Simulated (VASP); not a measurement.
# TiO2 (Fm-3m) in VASP: settings compared, part 2 of 2

VASP 6.6.1.

## (4) Single point, r2SCAN

POSCAR reads:

```
TiO2
1.0
    0.0000000000      2.3968272579      2.3968272579
    2.3968272579      0.0000000000      2.3968272579
    2.3968272579      2.3968272579      0.0000000000
Ti O
1 2
Direct
    0.0000000000      0.0000000000      0.0000000000
    0.2500000000      0.2500000000      0.2500000000
    0.7500000000      0.7500000000      0.7500000000
```

INCAR.step1 reads:

```
SYSTEM = TiO2
PREC = Accurate ; ENCUT = 660
ISMEAR = 0 ; SIGMA = 0.01
LREAL = .False. ; LASPH = .True.
NELM = 120 ; NBANDS = 19
GGA = PE ; ALGO = Normal
EDIFF = 1E-5 ; LWAVE = .True.
LCHARG = .False. ; GGA_COMPAT = .False.
```

INCAR.step2 reads:

```
SYSTEM = TiO2
PREC = Accurate ; ENCUT = 660
EDIFF = 1E-6 ; ISMEAR = 0
SIGMA = 0.01 ; LREAL = .False.
LASPH = .True. ; NELM = 120
ALGO = Normal ; ISIF = 2
LWAVE = .False. ; LCHARG = .True.
METAGGA = R2SCAN ; LMIXTAU = .True.
LELF = .True. ; LVHAR = .True.
NBANDS = 19 ; ISTART = 1
GGA_COMPAT = .False.
```

KPOINTS reads:

```
Automatic mesh
0
Gamma
  3 3 3
  0 0 0
```

Potentials or basis: VASP PAW PBE potentials, release 64 (Ti_sv, O).

Launch:

```console
cat potpaw_PBE.64/Ti_sv/POTCAR potpaw_PBE.64/O/POTCAR > POTCAR
cp INCAR.step1 INCAR
mpirun -np 1 vasp_std > vasp.out
cp INCAR.step2 INCAR
mpirun -np 1 vasp_std > vasp.out
```

OUTCAR:

```text
SYSTEM = TiO2
   PREC = Accurate
   ENCUT = 660
   EDIFF = 1E-6
   ISMEAR = 0
   LREAL = .False.
   LASPH = .True.
   NELM = 120
   ISIF = 2
   METAGGA = R2SCAN
   ISTART = 1

 ion  position               nearest neighbor table
   1  0.000  0.000  0.000-   3 2.08   3 2.08   3 2.08   2 2.08   3 2.08   2 2.08   2 2.08   2 2.08

   2  0.250  0.250  0.250-   1 2.08   1 2.08   1 2.08   1 2.08
   3  0.750  0.750  0.750-   1 2.08   1 2.08   1 2.08   1 2.08

  LATTYP: Found a face centered cubic cell.
 ALAT       =     4.7936545158

  Lattice vectors:

 A1 = (   0.0000000000,   2.3968272579,   2.3968272579)
 A2 = (   2.3968272579,   0.0000000000,   2.3968272579)
 A3 = (   2.3968272579,   2.3968272579,   0.0000000000)

Analysis of symmetry for initial positions (statically):
[... 33 lines left out ...]
                                     Primitive cell

  volume of cell :      27.5385

  direct lattice vectors                    reciprocal lattice vectors
     0.000000000  2.396827258  2.396827258    -0.208609110  0.208609110  0.208609110
     2.396827258  0.000000000  2.396827258     0.208609110 -0.208609110  0.208609110
     2.396827258  2.396827258  0.000000000     0.208609110  0.208609110 -0.208609110

  length of vectors
     3.389625615  3.389625615  3.389625615     0.361321577  0.361321577  0.361321577

  position of ions in fractional coordinates (direct lattice)
     0.000000000  0.000000000  0.000000000
     0.250000000  0.250000000  0.250000000
     0.750000000  0.750000000  0.750000000

  ion indices of the primitive-cell ions
   primitive index   ion index
                 1           1
                 2           2
                 3           3

----------------------------------------------------------------------------------------

 KPOINTS: Automatic mesh

Automatic generation of k-mesh.
 Grid dimensions read from file:
 generate k-points for:    3    3    3

[... 55 lines left out ...]
   EMIN   =  10.00;   EMAX   =-10.00  energy-range for DOS
   EFERMI =   0.00;   METHOD = LEGACY
   ISMEAR =     0;   SIGMA  =   0.01  broadening in eV -4-tet -1-fermi 0-gaus
   EFERMI_NEDOS =   21; number of points for ismear=-14 and -15
   IALGO  =     38    algorithm
   IMIX   =      4    mixing-type and parameters
     AMIX     =   0.40;   BMIX     =  1.00
     AMIX_MAG =   1.60;   BMIX_MAG =  1.00
  volume/ion in A,a.u.               =       9.18        61.95
  Fermi-wavevector in a.u.,A,eV,Ry     =   1.563742  2.955044 33.270189  2.445290
  Thomas-Fermi vector in A             =   2.666469
   LORBIT       =      0    0 simple, 1 ext, 2 COOP (PROOUT), +10 PAW based schemes
   METAGGA = R2SCAN    functional components
   LHFCALC =     F    Hartree Fock is set to
   AEXX    =    0.0000 exact exchange contribution
   IVDW    =     0    specifies the selected vdW correction
   LEPSILON=     F    determine dielectric tensor
   LRPA    =     F    only Hartree local field effects (RPA)
 non-spin polarized calculation
 Gauss-broadening in eV      SIGMA  =   0.01
  energy-cutoff  :      660.00
  volume of cell :       27.54
 maximum number of plane-waves:      1067
   NGX = 15   NGY = 15   NGZ = 15

 number of electron      23.9999996 magnetization

 Free energy of the ion-electron system (eV)
  ---------------------------------------------------
  ext. energy  EPLUGINS =         0.00000000
  ---------------------------------------------------
  free energy    TOTEN  =       -34.11147491 eV

  energy without entropy =      -34.11147491  energy(sigma->0) =      -34.11147491

 E-fermi :   6.4125     XC(G=0): -13.0566

 val. band max:        6.2150031179   @ k =  -0.3333   0.3333   0.0000
 cond. band min:       8.6709723191   @ k =   0.0000   0.0000   0.0000
 fundamental gap:      2.4559692012
 Fermi energy:         6.4125324863

 k-point     1 :       0.0000    0.0000    0.0000
  band No.  band energies     occupation
      1     -52.8737      2.00000
      2     -27.9085      2.00000
      3     -27.9084      2.00000
      4     -27.9084      2.00000
      5     -13.6368      2.00000
      6      -9.8212      2.00000
[... 65 lines left out ...]
      6     -11.4823      2.00000
[... 11 lines left out ...]
     18      19.0552      0.00000
     19      23.8971      0.00000

------------------------ aborting loop because EDIFF is reached ----------------------------------------

  FORCE on cell =-STRESS in cart. coord.  units (eV):
  Direction    XX          YY          ZZ          XY          YZ          ZX
  --------------------------------------------------------------------------------------
  -------------------------------------------------------------------------------------
  Total        0.2141991      0.2141991      0.2141991     -0.0000000      0.0000000     -0.0000000
  in kB       12.4620079     12.4620079     12.4620079     -0.0000000      0.0000000     -0.0000000
  external PRESSURE =      12.4620079 kB  Pullay stress =       0.0000000 kB

 VOLUME and BASIS-vectors are now :
 -----------------------------------------------------------------------------
  energy-cutoff  :      660.00
  volume of cell :       27.54
      direct lattice vectors                 reciprocal lattice vectors
     0.000000000  2.396827258  2.396827258    -0.208609110  0.208609110  0.208609110
     2.396827258  0.000000000  2.396827258     0.208609110 -0.208609110  0.208609110
     2.396827258  2.396827258  0.000000000     0.208609110  0.208609110 -0.208609110

 POSITION                                       TOTAL-FORCE (eV/Angst)
 -----------------------------------------------------------------------------------
      0.00000      0.00000      0.00000        -0.000000     -0.000000     -0.000000
      1.19841      1.19841      1.19841        -0.000000     -0.000000     -0.000000
      3.59524      3.59524      3.59524         0.000000      0.000000      0.000000
 -----------------------------------------------------------------------------------
    total drift:                                0.000000     -0.000000      0.000000

  FREE ENERGIE OF THE ION-ELECTRON SYSTEM (eV)
  ---------------------------------------------------
  free  energy   TOTEN  =       -34.1114749119 eV

  energy  without entropy=      -34.1114749119  energy(sigma->0) =      -34.11147491
```

OUTCAR.step1:

```text
SYSTEM = TiO2
   PREC = Accurate
   ENCUT = 660
   ISMEAR = 0
   LREAL = .False.
   LASPH = .True.
   NELM = 120
[... 289 lines left out ...]
      0.00000      0.00000      0.00000         0.000000      0.000000      0.000000
      1.19841      1.19841      1.19841         0.000000      0.000000      0.000000
      3.59524      3.59524      3.59524        -0.000000     -0.000000     -0.000000
 -----------------------------------------------------------------------------------
    total drift:                                0.000000     -0.000000      0.000000

  FREE ENERGIE OF THE ION-ELECTRON SYSTEM (eV)
  ---------------------------------------------------
  free  energy   TOTEN  =       -26.0240749547 eV

  energy  without entropy=      -26.0240749547  energy(sigma->0) =      -26.02407495
```

OSZICAR.step1:

```text
N       E                     dE             d eps       ncg     rms          rms(c)
DAV:   1     0.282624324948E+03    0.28262E+03   -0.15196E+04   152   0.176E+03
DAV:   2    -0.907663582462E+01   -0.29170E+03   -0.27109E+03   158   0.458E+02
DAV:   3    -0.348979344924E+02   -0.25821E+02   -0.25546E+02   191   0.136E+02
DAV:   4    -0.356318869507E+02   -0.73395E+00   -0.73215E+00   183   0.218E+01
DAV:   5    -0.356558419640E+02   -0.23955E-01   -0.23954E-01   194   0.333E+00    0.210E+01
DAV:   6    -0.266068467981E+02    0.90490E+01   -0.42292E+01   176   0.759E+01    0.906E+00
DAV:   7    -0.262232974677E+02    0.38355E+00   -0.96827E+00   166   0.288E+01    0.586E+00
DAV:   8    -0.261005198946E+02    0.12278E+00   -0.30493E-01   164   0.549E+00    0.414E+00
DAV:   9    -0.262202483614E+02   -0.11973E+00   -0.21463E+00   172   0.134E+01    0.394E+00
DAV:  10    -0.260431640850E+02    0.17708E+00   -0.58290E-01   166   0.673E+00    0.133E+00
DAV:  11    -0.260280408812E+02    0.15123E-01   -0.11598E-01   199   0.300E+00    0.690E-01
DAV:  12    -0.260245356103E+02    0.35053E-02   -0.91967E-03   167   0.823E-01    0.274E-01
DAV:  13    -0.260245795999E+02   -0.43990E-04   -0.70837E-04   167   0.292E-01    0.213E-01
DAV:  14    -0.260240797841E+02    0.49982E-03   -0.22294E-03   164   0.325E-01    0.198E-02
DAV:  15    -0.260240957104E+02   -0.15926E-04   -0.66780E-05   161   0.743E-02    0.415E-02
DAV:  16    -0.260240750241E+02    0.20686E-04   -0.72299E-05   142   0.872E-02    0.530E-03
DAV:  17    -0.260240749547E+02    0.69378E-07   -0.25106E-06    85   0.150E-02
   1 F= -.26024075E+02 E0= -.26024075E+02  d E =-.902625-122
```

Wall time 16 s (1 thread of Intel Xeon Platinum 8488C (Sapphire Rapids), shared host); peak memory 0.16 GiB.

Results:

- Free energy: -34.1115 eV
- Pressure: 1.2 GPa
- Band gap on the k mesh: 2.46 eV, indirect (the least direct gap lies 5.0 meV higher)

Caveat: the k points lie up to 0.76 Å⁻¹ apart; the PAW data sets were made with another functional, which shifts forces and pressure a little. r2SCAN opens gaps a little over a GGA but as a rule still falls short of measured ones.

## (5) Single point, r2SCAN

POSCAR is that of step 4.

INCAR.step1 reads:

```
SYSTEM = TiO2
ALGO = Normal
EDIFF = 1E-5
ENCUT = 660
GGA = PE
GGA_COMPAT = .False.
ISMEAR = 1
LASPH = .True.
LCHARG = .False.
LREAL = .False.
LWAVE = .True.
NBANDS = 19
NELM = 120
PREC = Accurate
SIGMA = 0.216
```

INCAR.step2 reads:

```
SYSTEM = TiO2
ALGO = Normal
EDIFF = 1E-6
ENCUT = 660
GGA_COMPAT = .False.
ISIF = 2
ISMEAR = 1
ISTART = 1
LASPH = .True.
LCHARG = .False.
LMIXTAU = .True.
LREAL = .False.
LWAVE = .False.
METAGGA = R2SCAN
NBANDS = 19
NELM = 120
PREC = Accurate
SIGMA = 0.216
```

KPOINTS reads:

```
k-points
0
Gamma
  6 6 6
  0 0 0
```

Launch:

```console
cat potpaw_PBE.64/Ti_sv/POTCAR potpaw_PBE.64/O/POTCAR > POTCAR
cp INCAR.step1 INCAR
mpirun -np 1 vasp_std > vasp.out
cp INCAR.step2 INCAR
mpirun -np 1 vasp_std > vasp.out
```

Wall time 39 s (1 thread of Intel Xeon Platinum 8488C (Sapphire Rapids), shared host); peak memory 0.17 GiB.

The run converged. Its results:

```
Free energy            : -34.1128 eV
Pressure               : 1.2 GPa
Band gap on the k mesh : 1.55 eV, indirect (least direct gap 2.24 eV)
```

Levels at points of the mesh, in eV from the valence-band top:
| k point | band 9 | band 10 | band 11 | band 12 | band 13 | band 14 | band 15 | band 16 |
| --- | --- | --- | --- | --- | --- | --- | --- | --- |
| (0.00, 0.00, 0.00) | -6.19 | -0.91 | -0.91 | -0.91 | 1.55 | 1.55 | 5.72 | 5.72 |
| (0.50, 0.00, 0.00) | -3.49 | -3.35 | -2.62 | -2.62 | 1.86 | 1.86 | 3.16 | 5.32 |
| (0.50, 0.50, 0.00) | -4.77 | -2.15 | -2.15 | 0.00 | 2.24 | 2.25 | 3.19 | 4.48 |

Caveat: the PAW data sets were made with another functional, which shifts forces and pressure a little. A k mesh can miss the band edges.

## (6) Single point, r2SCAN

POSCAR is that of step 5.

INCAR.step1 reads:

```
SYSTEM = TiO2
PREC = Accurate
ENCUT = 660
ISMEAR = 0
SIGMA = 0.001
LREAL = .FALSE.
LASPH = .TRUE.
NELM = 120
NBANDS = 19
GGA = PE
ALGO = Normal
EDIFF = 1E-5
LWAVE = .TRUE.
LCHARG = .FALSE.
GGA_COMPAT = .FALSE.
```

INCAR.step2 reads:

```
SYSTEM = TiO2
PREC = Accurate
ENCUT = 660
EDIFF = 1E-6
ISMEAR = 0
SIGMA = 0.001
LREAL = .FALSE.
LASPH = .TRUE.
NELM = 120
ALGO = Normal
ISIF = 2
LWAVE = .FALSE.
LCHARG = .FALSE.
METAGGA = R2SCAN
LMIXTAU = .TRUE.
NBANDS = 19
ISTART = 1
GGA_COMPAT = .FALSE.
```

KPOINTS reads:

```
Automatic mesh
0
G
  6 6 6
  0 0 0
```

Potentials or basis: VASP PAW PBE potentials, release 64 (Ti_sv, O).

Launch:

```console
cat potpaw_PBE.64/Ti_sv/POTCAR potpaw_PBE.64/O/POTCAR > POTCAR
cp INCAR.step1 INCAR
mpirun -np 1 vasp_std > vasp.out
cp INCAR.step2 INCAR
mpirun -np 1 vasp_std > vasp.out
```

OUTCAR:

```text
SYSTEM = TiO2
   PREC = Accurate
   ENCUT = 660
   EDIFF = 1E-6
   ISMEAR = 0
   LREAL = .FALSE.
   LASPH = .TRUE.
   NELM = 120
   ISIF = 2
   METAGGA = R2SCAN
   ISTART = 1

 ion  position               nearest neighbor table
   1  0.000  0.000  0.000-   3 2.08   3 2.08   3 2.08   2 2.08   3 2.08   2 2.08   2 2.08   2 2.08

   2  0.250  0.250  0.250-   1 2.08   1 2.08   1 2.08   1 2.08
   3  0.750  0.750  0.750-   1 2.08   1 2.08   1 2.08   1 2.08

  LATTYP: Found a face centered cubic cell.
 ALAT       =     4.7936545158

  Lattice vectors:

 A1 = (   0.0000000000,   2.3968272579,   2.3968272579)
 A2 = (   2.3968272579,   0.0000000000,   2.3968272579)
 A3 = (   2.3968272579,   2.3968272579,   0.0000000000)

Analysis of symmetry for initial positions (statically):
[... 33 lines left out ...]
                                     Primitive cell

  volume of cell :      27.5385

  direct lattice vectors                    reciprocal lattice vectors
     0.000000000  2.396827258  2.396827258    -0.208609110  0.208609110  0.208609110
     2.396827258  0.000000000  2.396827258     0.208609110 -0.208609110  0.208609110
     2.396827258  2.396827258  0.000000000     0.208609110  0.208609110 -0.208609110

  length of vectors
     3.389625615  3.389625615  3.389625615     0.361321577  0.361321577  0.361321577

  position of ions in fractional coordinates (direct lattice)
     0.000000000  0.000000000  0.000000000
     0.250000000  0.250000000  0.250000000
     0.750000000  0.750000000  0.750000000

  ion indices of the primitive-cell ions
   primitive index   ion index
                 1           1
                 2           2
                 3           3

----------------------------------------------------------------------------------------

 KPOINTS: Automatic mesh

Automatic generation of k-mesh.
 Grid dimensions read from file:
 generate k-points for:    6    6    6

[... 67 lines left out ...]
   EMIN   =  10.00;   EMAX   =-10.00  energy-range for DOS
   EFERMI =   0.00;   METHOD = LEGACY
   ISMEAR =     0;   SIGMA  =   0.00  broadening in eV -4-tet -1-fermi 0-gaus
   EFERMI_NEDOS =   21; number of points for ismear=-14 and -15
   IALGO  =     38    algorithm
   IMIX   =      4    mixing-type and parameters
     AMIX     =   0.40;   BMIX     =  1.00
     AMIX_MAG =   1.60;   BMIX_MAG =  1.00
  volume/ion in A,a.u.               =       9.18        61.95
  Fermi-wavevector in a.u.,A,eV,Ry     =   1.563742  2.955044 33.270189  2.445290
  Thomas-Fermi vector in A             =   2.666469
   LORBIT       =      0    0 simple, 1 ext, 2 COOP (PROOUT), +10 PAW based schemes
   METAGGA = R2SCAN    functional components
   LHFCALC =     F    Hartree Fock is set to
   AEXX    =    0.0000 exact exchange contribution
   IVDW    =     0    specifies the selected vdW correction
   LEPSILON=     F    determine dielectric tensor
   LRPA    =     F    only Hartree local field effects (RPA)
 non-spin polarized calculation
 Gauss-broadening in eV      SIGMA  =   0.00
  energy-cutoff  :      660.00
  volume of cell :       27.54
 maximum number of plane-waves:      1068
   NGX = 15   NGY = 15   NGZ = 15

 number of electron      23.9999996 magnetization

 Free energy of the ion-electron system (eV)
  ---------------------------------------------------
  ext. energy  EPLUGINS =         0.00000000
  ---------------------------------------------------
  free energy    TOTEN  =       -34.11323017 eV

  energy without entropy =      -34.11323017  energy(sigma->0) =      -34.11323017

 E-fermi :   7.2561     XC(G=0): -13.0576

 val. band max:        7.1199643312   @ k =   0.5000   0.5000   0.0000
 cond. band min:       8.6655651637   @ k =   0.0000   0.0000   0.0000
 fundamental gap:      1.5456008325
 Fermi energy:         7.2561152797

 k-point     1 :       0.0000    0.0000    0.0000
  band No.  band energies     occupation
      1     -52.8816      2.00000
      2     -27.9158      2.00000
      3     -27.9158      2.00000
      4     -27.9158      2.00000
      5     -13.6378      2.00000
      6      -9.8223      2.00000
[... 329 lines left out ...]
      6     -11.4668      2.00000
[... 11 lines left out ...]
     18      19.3208      0.00000
     19      23.5152      0.00000

------------------------ aborting loop because EDIFF is reached ----------------------------------------

  FORCE on cell =-STRESS in cart. coord.  units (eV):
  Direction    XX          YY          ZZ          XY          YZ          ZX
  --------------------------------------------------------------------------------------
  -------------------------------------------------------------------------------------
  Total        0.2066225      0.2066225      0.2066225      0.0000000      0.0000000     -0.0000000
  in kB       12.0212061     12.0212061     12.0212061      0.0000000      0.0000000     -0.0000000
  external PRESSURE =      12.0212061 kB  Pullay stress =       0.0000000 kB

 VOLUME and BASIS-vectors are now :
 -----------------------------------------------------------------------------
  energy-cutoff  :      660.00
  volume of cell :       27.54
      direct lattice vectors                 reciprocal lattice vectors
     0.000000000  2.396827258  2.396827258    -0.208609110  0.208609110  0.208609110
     2.396827258  0.000000000  2.396827258     0.208609110 -0.208609110  0.208609110
     2.396827258  2.396827258  0.000000000     0.208609110  0.208609110 -0.208609110

 POSITION                                       TOTAL-FORCE (eV/Angst)
 -----------------------------------------------------------------------------------
      0.00000      0.00000      0.00000        -0.000000      0.000000     -0.000000
      1.19841      1.19841      1.19841         0.000000      0.000000      0.000000
      3.59524      3.59524      3.59524        -0.000000     -0.000000     -0.000000
 -----------------------------------------------------------------------------------
    total drift:                                0.000000     -0.000000      0.000000

  FREE ENERGIE OF THE ION-ELECTRON SYSTEM (eV)
  ---------------------------------------------------
  free  energy   TOTEN  =       -34.1132301661 eV

  energy  without entropy=      -34.1132301661  energy(sigma->0) =      -34.11323017
```

Run time: 38 s. Hardware: 1 thread of Intel Xeon Platinum 8488C (Sapphire Rapids), shared host; peak memory 0.17 GiB.

What came out:

| Quantity | Value |
| --- | --- |
| Free energy | -34.1132 eV |
| Pressure | 1.2 GPa |
| Band gap on the k mesh | 1.55 eV, indirect (least direct gap 2.24 eV) |

Caveat: the PAW data sets were made with another functional, which shifts forces and pressure a little.

## (7) Overview

| level | potentials or basis | k mesh | cutoff (eV) | smearing | gap on the mesh (eV) | pressure (GPa) |
| --- | --- | --- | --- | --- | --- | --- |
| LDA | VASP PAW LDA potentials, release 64 (Ti_sv, O) | 4 × 4 × 4 | 600 | gaussian 0.01 eV | 1.00 | -9.0 |
| PBE | VASP PAW PBE potentials, release 64 (Ti_sv, O) | 4 × 4 × 4 | 600 | gaussian 0.01 eV | 1.12 | 6.5 |
| r2SCAN | VASP PAW PBE potentials, release 64 (Ti_sv, O) | 3 × 3 × 3 | 660 | gaussian 0.01 eV | 2.46 | 1.2 |
| r2SCAN | VASP PAW PBE potentials, release 64 (Ti_sv, O) | 6 × 6 × 6 | 660 | methfessel-paxton 0.216 eV | 1.55 | 1.2 |
| r2SCAN | VASP PAW PBE potentials, release 64 (Ti_sv, O) | 6 × 6 × 6 | 660 | gaussian 0.001 eV | 1.55 | 1.2 |

Alike in all rows: task single point; no spin polarisation; cell as given.

Caveats: some runs use coarse meshes; the PAW data sets were made with another functional, which shifts forces and pressure a little (some runs).

Total energies depend on the potentials used, so only differences within one code and one set of settings carry meaning.
